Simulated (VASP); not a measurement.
A run of VASP 6.6.1:

Contents of INCAR:

```
ALGO     = Normal         # electronic algorithm
EDIFF    = 1E-6           # SCF threshold, eV
ENCUT    = 520            # plane-wave cutoff, eV
GGA      = PS             # functional
ISIF     = 2              # what is computed and relaxed
ISMEAR   = 0              # smearing method
IVDW     = 12             # dispersion correction
LASPH    = True           # aspherical terms in the spheres
LCHARG   = False          # write CHGCAR
LREAL    = False          # projectors in reciprocal space
LWAVE    = False          # write WAVECAR
NBANDS   = 21             # bands
NELM     = 100            # most SCF steps
PREC     = Accurate       # precision mode
SIGMA    = 0.1            # smearing width, eV
```

KPOINTS

```
k-points
0
Gamma
  8 8 8
```

POSCAR

```
Ge
1.0
    0.0000000000      2.8289100000      2.8289100000
    2.8289100000      0.0000000000      2.8289100000
    2.8289100000      2.8289100000      0.0000000000
Ge
2
Direct
    0.7475720000      0.7528100000      0.7478460000
    0.4956110000      0.5029590000      0.5022330000
```

Potentials or basis: VASP PAW PBE potentials, release 64 (Ge_d).

Command:

```bash
$ cat potpaw_PBE.64/Ge_d/POTCAR > POTCAR
$ mpirun -np 1 vasp_std > vasp.out
```

Hardware: 1 thread of Intel Xeon 8259CL, with other jobs on the host.

Problem. How long does it take, and how much memory?

Solution. Wall time 5 min on 1 thread of Intel Xeon 8259CL, on a shared host, peak memory 0.32 GiB. Counts: scf iterations 12, k points 260.
